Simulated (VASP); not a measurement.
Crystal: Nd3Si2I.

```xyz
6
Lattice="5.6596 0.0000 0.0000 0.0000 5.6596 0.0000 0.0000 0.0000 5.4498" Properties=species:S:1:pos:R:3 pbc="T T T"
Nd    0.0000    2.8298    0.0086
Nd    2.8298    0.0000    5.4412
Nd    2.8298    2.8298    2.7249
Si    0.0000    0.0000    1.4239
Si    0.0000    0.0000    4.0259
I     2.8298    2.8298    0.0000
```

The cell was built from a structure type or drawn by symmetry, and may not be a known phase.

```yaml
Program: VASP 6.6.1
Task: relaxation of cell and atoms
Functional: PBE
Potentials_or_basis: VASP PAW PBE potentials, release 64 (Nd_3, Si, I), 4f in core
Cutoff: 500 eV
k_mesh: 2 × 2 × 2
Occupations: gaussian, width 0.15 eV
Spin: no spin polarisation
```

At the start: pressure 7.7 GPa; volume 29.09 Å³/atom.

Question: How do energy, volume and symmetry change on relaxing?

Answer: Over 30 steps the energy falls by 143.6 meV/atom and the volume is 34.47 Å³/atom (+18.5 %); space group P4/mmm (No. 123, to 0.1 Å) before and after.

Step by step:
| step | energy change (eV) | largest force (eV/Å) | pressure (GPa) | volume (Å³) |
| --- | --- | --- | --- | --- |
| 1 | 0.0000 | 0.1580 | 7.71 | 174.56 |
| 2 | -0.3006 | 0.2409 | -3.35 | 212.40 |
| 3 | -0.4789 | 0.1246 | -0.02 | 196.59 |
| 4 | -0.4788 | 0.1203 | 0.10 | 196.13 |
| 5 | -0.4851 | 0.2155 | 0.11 | 196.36 |
| 6 | -0.4861 | 0.2692 | 0.13 | 196.48 |
| 7 | -0.4921 | 0.3444 | 0.03 | 197.07 |
| 8 | -0.5145 | 0.4990 | -0.27 | 198.85 |
| 9 | -0.5394 | 0.3771 | -0.77 | 202.40 |
| 10 | -0.5397 | 0.4227 | -0.70 | 201.80 |
| 11 | -0.5417 | 0.4093 | -0.70 | 201.88 |
| 12 | -0.5469 | 0.3677 | -0.71 | 202.13 |
| 13 | -0.5545 | 0.2785 | -0.72 | 202.63 |
| 14 | -0.5559 | 0.0715 | -0.67 | 203.62 |
| 15 | -0.5577 | 0.1688 | -0.70 | 203.18 |
| 16 | -0.5682 | 0.1600 | -0.63 | 202.92 |
| 17 | -0.5970 | 0.1542 | -0.40 | 202.15 |
| 18 | -0.6482 | 0.1741 | 0.14 | 200.59 |
| 19 | -0.7295 | 0.1072 | 1.45 | 197.39 |
| 20 | -0.6070 | 0.8705 | 5.06 | 190.68 |
| 21 | -0.7532 | 0.0199 | 2.09 | 195.84 |
| 22 | -0.7539 | 0.1422 | 2.60 | 194.70 |
| 23 | -0.7748 | 0.1694 | 2.48 | 195.61 |
| 24 | -0.7962 | 0.2145 | 2.35 | 197.54 |
| 25 | -0.8240 | 0.1148 | 1.72 | 199.64 |
| 26 | -0.8578 | 0.1394 | 0.03 | 206.05 |
| 27 | -0.8578 | 0.1335 | 0.07 | 205.87 |
| 28 | -0.8583 | 0.1246 | 0.07 | 205.97 |
| 29 | -0.8597 | 0.0967 | 0.06 | 206.25 |
| 30 | -0.8616 | 0.0345 | 0.05 | 206.81 |

Final structure:
```
CELL_PARAMETERS angstrom
5.85068 0.00000 0.00000
0.00000 5.85068 0.00000
0.00000 0.00000 6.04166
ATOMIC_POSITIONS crystal
Nd 0.00000 0.50000 0.00339
Nd 0.50000 0.00000 0.99661
Nd 0.50000 0.50000 0.50000
Si 0.00000 0.00000 0.19676
Si 0.00000 0.00000 0.80324
I 0.50000 0.50000 0.00000
```

Caveat: the k points lie up to 0.54 Å⁻¹ apart in the final cell, too coarse for converged energies and pressures of a metal; the volume moved by over 15 % at a fixed basis, so the end points are rough; the run has no spin polarisation, though such a crystal can be magnetic; the relaxation stopped at a loose force limit of 0.08 eV/Å, so its end isn't a converged minimum.
